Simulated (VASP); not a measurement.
C: relaxation of cell and atoms with PBE

The system is C.

```xyz
3
Lattice="4.5475 0.0000 0.0000 -2.2737 3.9382 0.0000 0.0000 0.0000 1.2569" Properties=species:S:1:pos:R:3 pbc="T T T"
C     0.0000    0.0000    0.0000
C     0.0000    2.6255    0.6284
C     2.2737    1.3127    0.6284
```

```
Program                : VASP 6.6.1
Task                   : relaxation of cell and atoms
Functional             : PBE
Potentials or basis    : VASP PAW PBE potentials, release 64 (C)
Cutoff                 : 600 eV
k mesh                 : 12 × 12 × 16
Occupations            : fermi-dirac, width 0.08 eV
Spin                   : no spin polarisation
Target pressure        : 49 GPa
Dipole correction      : no
Further INCAR settings : ALGO = Normal; EDIFF = 1e-07; IBRION = 2; EDIFFG = -0.005; NSW = 32; ISIF = 3
```

```json
{
 "Relaxed volume": "7.49 Å³/atom",
 "Relaxed cell": "a = 4.544 Å, b = 4.544 Å, c = 1.256 Å, α = 90.00°, β = 90.00°, γ = 120.00°",
 "Space group after relaxing (to 0.1 Å)": "P6/mmm (No. 191)",
 "Energy change on relaxing (the run minimises the enthalpy)": "+4.3 meV/atom",
 "Ionic steps": "4",
 "Pressure after relaxing": "49.0 GPa",
 "Band gap on the k mesh": "zero (bands 6 and 7 overlap by 18.08 eV)"
}
```

Stress tensor (GPa, compression positive):
```
48.92  0.00  0.00
 0.00 48.92  0.00
 0.00  0.00 49.07
```

Step by step:
```csv
step,energy change (eV),largest force (eV/Å),pressure (GPa),volume (Å³)
1,0.0000,0.0000,48.29,22.51
2,0.0345,0.0000,51.69,22.40
3,0.0057,0.0000,48.88,22.49
4,0.0129,0.0000,48.97,22.47
```

Final structure:
```yaml
crystal:
  lattice:
    - [4.54425, 0.00000, 0.00000]
    - [-2.27213, 3.93544, 0.00000]
    - [0.00000, 0.00000, 1.25626]
  atoms:
    - { symbol: C, position: [0.00000, 0.00000, 0.00000] }
    - { symbol: C, position: [0.33333, 0.66667, 0.50000] }
    - { symbol: C, position: [0.66667, 0.33333, 0.50000] }
```

Levels at points of the mesh, in eV from the Fermi level:
| k point | band 3 | band 4 | band 5 | band 6 | band 7 | band 8 | band 9 | band 10 |
| --- | --- | --- | --- | --- | --- | --- | --- | --- |
| (0.00, 0.00, 0.00) | -15.77 | -7.63 | -7.63 | -7.63 | -7.63 | -2.39 | -2.39 | 10.39 |
| (0.50, 0.00, 0.00) | -16.21 | -9.31 | -6.30 | -6.30 | -3.99 | -3.99 | -3.89 | 9.53 |
| (0.00, 0.00, 0.50) | -9.31 | 7.53 | 8.96 | 10.45 | 10.45 | 10.73 | 11.20 | 11.20 |
| (0.50, 0.00, 0.50) | -9.46 | 7.97 | 8.77 | 8.83 | 10.08 | 11.09 | 11.26 | 11.64 |

Run time: 91 s on 1 thread of AMD EPYC 7R13, with other jobs on the host, peak memory 0.13 GiB.

Caveat: the cell is relaxed towards a set pressure, so the run minimises the enthalpy, not the energy.
